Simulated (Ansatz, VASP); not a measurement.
## Two plane-wave programs on TiAl

Contents of INCAR:

```
  PREC = Accurate
  ENCUT = 520
  EDIFF = 1E-7
  ISMEAR = 0
  SIGMA = 0.15
  LREAL = False
  LASPH = True
  NELM = 60
  ALGO = Fast
  ISIF = 2
  LWAVE = False
  LCHARG = False
  GGA = PS
  NBANDS = 14
```

KPOINTS

```
Automatic mesh
0
Gamma
  24 24 14
```

The input POSCAR:

```
TiAl
1.0
    2.8478212847      0.0000000000      0.0000000000
   -1.4239106423      2.4662855780      0.0000000000
    0.0000000000      0.0000000000      4.6199447394
Ti Al
1 1
Direct
    0.0171414833      0.0342829666      0.0000000000
    0.3029232297      0.6058464594      0.5000000000
```

Input for Ansatz:

```yaml
crystal:
  lattice:
    - [2.8478212847, 0.0, 0.0]
    - [-1.4239106423, 2.466285578, 0.0]
    - [0.0, 0.0, 4.6199447394]
  atoms:
    - { symbol: Ti, position: [0.0171414833, 0.0342829666, 0.0] }
    - { symbol: Al, position: [0.3029232297, 0.6058464594, 0.5] }
basis:
  ecutwfc: 420
kpoints:
  mp_grid: { grid: [24, 24, 14] }
hamiltonian:
  xc: pbesol
scf:
  occupations: { method: gaussian, width: 0.15 }
output:
  forces: true
  stress: true
  eigenvalues: true
```

Change from the starting cell: mode 4 (182.5 1/cm) frozen in, largest displacement -0.150 Å.

Alike in both runs: task single point; functional PBEsol; k mesh 24 × 24 × 14; occupations gaussian, width 0.15 eV; no spin polarisation.

|  | VASP | Ansatz |
| --- | --- | --- |
| version | VASP 6.6.1 | Ansatz 0.2.0 |
| potentials or method | VASP PAW PBE potentials, release 64 (Ti_sv, Al), cutoff 520 eV | scalar-relativistic, plane waves, PAW |
| valence electrons in the cell | 15 | 15 |

|  | VASP | Ansatz | Ansatz less VASP |
| --- | --- | --- | --- |
| gap on the k mesh at the Fermi level (eV) | none | none | - |
| pressure (GPa) | 0.6 | 0.6 | +0.01 |
| traceless stress, the component that is largest in VASP (GPa) | -4.13 | -4.09 | +0.038 |
| rms of the force components (eV/Å) | 0.358 | 0.358 | +0.0003 |

VASP's potentials were made for PBE, not for PBEsol. Atom by atom the forces differ by 0.000 eV/Å (rms over components). A gap of «none» marks a metal or a gap that the smearing closes.
